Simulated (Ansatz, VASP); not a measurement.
# Ge in VASP and in Ansatz

```
CELL_PARAMETERS angstrom
4.92388 2.84281 2.06987
-4.92388 2.84281 2.06987
0.00000 -5.68561 2.06987
ATOMIC_POSITIONS crystal
Ge 0.71602 0.71602 0.71602
Ge 0.28398 0.28398 0.28398
Ge 0.03029 0.72620 0.53379
Ge 0.53379 0.03029 0.72620
Ge 0.72620 0.53379 0.03029
Ge 0.96971 0.27380 0.46621
Ge 0.46621 0.96971 0.27380
Ge 0.27380 0.46621 0.96971
```

Alike in both runs: task single point; functional PBEsol; k mesh 9 × 9 × 9; occupations gaussian, width 0.15 eV; no spin polarisation.

|  | VASP | Ansatz |
| --- | --- | --- |
| version | VASP 6.6.1 | Ansatz 0.2.0 |
| potentials or method | VASP PAW PBE potentials, release 64 (Ge_d), cutoff 520 eV | scalar-relativistic, plane waves, PAW |
| valence electrons in the cell | 112 | 112 |

Ansatz gave:

* gap on the k mesh at the Fermi level (eV): none
* pressure (GPa): -3.3
* traceless stress, the component that is largest in VASP (GPa): -4.30
* rms of the force components (eV/Å): 0.205

Q: What did VASP give for the same quantities?

A: gap on the k mesh at the Fermi level (eV): none; pressure (GPa): -3.4; traceless stress, the component that is largest in VASP (GPa): -4.30; rms of the force components (eV/Å): 0.204.

VASP's potentials were made for PBE, not for PBEsol, and Ansatz warns of the same on its side. Atom by atom the forces differ by 0.002 eV/Å (rms over components). A gap of «none» marks a metal or a gap that the smearing closes.
